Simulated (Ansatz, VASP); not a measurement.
## GdO: VASP beside Ansatz

INCAR

```
SYSTEM = GdO
ALGO = Normal
EDIFF = 1E-6
ENCUT = 520
GGA = PS
ISIF = 2
ISMEAR = 0
ISPIN = 2
LASPH = .True.
LCHARG = .False.
LDAU = .True.
LDAUJ = 0 0
LDAUL = 3 -1
LDAUPRINT = 1
LDAUTYPE = 2
LDAUU = 6 0
LMAXMIX = 6
LORBIT = 11
LREAL = .False.
LWAVE = .False.
MAGMOM = 7.72 0.01
NBANDS = 23
NELM = 150
PREC = Accurate
SIGMA = 0.05
```

KPOINTS

```
k-points
0
Gamma
  8 8 8
  0 0 0
```

POSCAR

```
GdO
1.0
    0.0000000000      2.6997989085      2.6997989085
    2.6997989085      0.0000000000      2.6997989085
    2.6997989085      2.6997989085      0.0000000000
Gd O
1 1
Direct
    0.0000000000      0.0000000000      0.0000000000
    0.2500000000      0.2500000000      0.2500000000
```

Input for Ansatz:

```yaml
crystal:
  lattice:
    - [0.0, 2.6997989085, 2.6997989085]
    - [2.6997989085, 0.0, 2.6997989085]
    - [2.6997989085, 2.6997989085, 0.0]
  atoms:
    - { symbol: Gd, position: [0.0, 0.0, 0.0], spin: 7.71 }
    - { symbol: O, position: [0.25, 0.25, 0.25] }
basis:
  ecutwfc: 420
  ecutrho_ratio: 4
kpoints:
  mp_grid: { grid: [8, 8, 8] }
hamiltonian:
  xc: pbesol
  hubbard:
    sites:
      - { species: Gd, l: f, u_eff: 6.0, starting_ns: start.occupation_matrices }
    ns_hold: { iters: 6 }
scf:
  occupations: { method: gaussian, width: 0.05 }
  lower_state_search: "off"
output:
  forces: true
  stress: true
  eigenvalues: true
  populations: true
  hubbard: { sites: [{ species: Gd, l: f }] }
magnetization:
  spin_polarized: true
```

Alike in both runs: task single point; functional PBEsol; k mesh 8 × 8 × 8; occupations gaussian, width 0.05 eV; collinear spin; Hubbard terms Gd f U = 6.0 eV.

|  | VASP | Ansatz |
| --- | --- | --- |
| version | VASP 6.6.1 | Ansatz 0.2.0 |
| potentials or method | VASP PAW PBE potentials, release 64 (Gd, O), cutoff 520 eV | scalar-relativistic, plane waves, PAW |
| valence electrons in the cell | 24 | 24 |

Ansatz gave:

- gap on the k mesh at the Fermi level (eV): none
- pressure (GPa): -3.9
- net moment per atom (μB): 3.97
- size of the moment on the site where the two differ most (μB): 7.02

**Question.** Estimate VASP's values.

**Answer.** gap on the k mesh at the Fermi level (eV): none; pressure (GPa): -3.8; net moment per atom (μB): 3.97; size of the moment on the site where the two differ most (μB): 7.08.

VASP's potentials were made for PBE, not for PBEsol. Site moments also hang on the region over which each program counts them. The programs project onto different local orbitals, so the same U acts differently, and such runs can settle in different states. A gap of «none» marks a metal or a gap that the smearing closes. Ansatz's warnings: filled band counts differ across k points, stability check not made.

Neither program's run includes spin-orbit coupling.
